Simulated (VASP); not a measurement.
Runs of VASP 6.6.1 on NaI. The structure is that of space group Pm-3m (No. 221), or close to it. The cells are those of the table. 

| level | cell | k mesh | smearing | grid for exact exchange (PRECFOCK) | share of exact exchange | screening parameter | gap on the mesh (eV) | pressure (GPa) |
| --- | --- | --- | --- | --- | --- | --- | --- | --- |
| r2SCAN | a = 4.156 Å, 2 atoms | 6 × 6 × 6 | gaussian 0.01 eV | - | - | - | (a) | (b) |
| PBE | a = 4.156 Å, 2 atoms | 6 × 6 × 6 | fermi-dirac 0.02 eV | - | - | - | 2.18 | -0.9 |
| HSE06 | a = 4.116, b = 4.041, c = 4.041 Å, 2 atoms | 4 × 4 × 4 | gaussian 0.01 eV | Normal | 0.25 | 0.2079 1/Å | 3.15 | -0.1 |
| PBE | a = 4.116, b = 4.041, c = 4.041 Å, 2 atoms | 6 × 6 × 6 | fermi-dirac 0.02 eV | - | - | - | 2.23 | (c) |
| HSE06 | a = 4.156 Å, 2 atoms | 4 × 4 × 4 | gaussian 0.01 eV | Normal | 0.25 | 0.2079 1/Å | 3.10 | -1.0 |

Alike in all rows: task single point; potentials or basis VASP PAW PBE potentials, release 64 (Na_pv, I); no spin polarisation; cutoff (eV) 520.

Estimate the missing entries.

(a) 2.93; (b) -1.2; (c) 0.0.

Caveats: spin-orbit coupling is left out, which moves the levels of the heavy elements; the PAW data sets were made with another functional, which shifts forces and pressure a little (at least some runs).

A k mesh can miss the band edges, and the runs leave out spin-orbit coupling on I.
